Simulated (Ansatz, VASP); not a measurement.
One calculation of Al3Ru2, two programs

```xyz
10
Lattice="-3.0734 0.0000 0.0000 0.0000 -3.0734 0.0000 0.0000 0.0000 13.9517" Properties=species:S:1:pos:R:3 pbc="T T T"
Al   -1.5367   -1.5367    4.9924
Al   -3.0734   -3.0734   12.1182
Al   -1.5367   -1.5367    2.2312
Al   -3.0734   -3.0734    9.3570
Al   -1.5367   -1.5367    7.7535
Al   -3.0734   -3.0734    0.6277
Ru    0.0000    0.0000    6.4982
Ru   -1.5367   -1.5367   13.6240
Ru    0.0000    0.0000    3.4865
Ru   -1.5367   -1.5367   10.6124
```

Alike in both runs: task single point; functional PBEsol; k mesh 15 × 15 × 4; occupations gaussian, width 0.15 eV; no spin polarisation.

```csv
,VASP,Ansatz
version,VASP 6.6.1,Ansatz 0.2.0
potentials or method,"VASP PAW PBE potentials, release 64 (Al, Ru_pv), cutoff 520 eV","scalar-relativistic, plane waves, PAW"
valence electrons in the cell,74,82
```

|  | VASP | Ansatz | Ansatz less VASP |
| --- | --- | --- | --- |
| gap on the k mesh at the Fermi level (eV) | none | none | - |
| pressure (GPa) | 6.5 | 6.3 | -0.12 |
| traceless stress, the component that is largest in VASP (GPa) | 4.52 | 4.52 | +0.002 |
| rms of the force components (eV/Å) | 0.894 | 0.889 | -0.0050 |

VASP's potentials were made for PBE, not for PBEsol. Atom by atom the forces differ by 0.006 eV/Å (rms over components). A gap of «none» marks a metal or a gap that the smearing closes. VASP's potentials hold 74 valence electrons a cell and Ansatz's 82, so a difference there can come from the potentials and not from the codes.
